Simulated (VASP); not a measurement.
A run of VASP 6.6.1 is set up as follows.

Contents of INCAR:

```
SYSTEM = PbSe
PREC = Accurate
ENCUT = 520
EDIFF = 1E-6
ISMEAR = 0
SIGMA = 0.03
LREAL = .False.
LASPH = .True.
NELM = 60
ALGO = Normal
ISIF = 2
LWAVE = .False.
LCHARG = .False.
GGA = PE
IVDW = 12
NBANDS = 17
```

File KPOINTS:

```
regular mesh
0
Gamma
  10 10 10
  0 0 0
```

File POSCAR:

```
PbSe
1.0
    0.0000000000      3.2022150644      3.1512998449
    3.2022150644      0.0000000000      3.1512998449
    3.2022150644      3.2022150644      0.0000000000
Pb Se
1 1
Direct
    0.0000000000      0.0000000000      0.0000000000
    0.5000000000      0.5000000000      0.5000000000
```

Potentials or basis: VASP PAW PBE potentials, release 64 (Pb_d, Se).

Command:

```console
$ cat potpaw_PBE.64/Pb_d/POTCAR potpaw_PBE.64/Se/POTCAR > POTCAR
$ mpirun -np 1 vasp_std > vasp.out
```

(1) Predict the band gap on the k mesh.

(2) Predict the dispersion energy per atom.

(3) What does it give for the pressure?

Answers

(1) 0.62 eV.

(2) -0.338 eV.

(3) -2.2 GPa.

Caveat: spin-orbit coupling is left out, which moves the levels of the heavy elements.
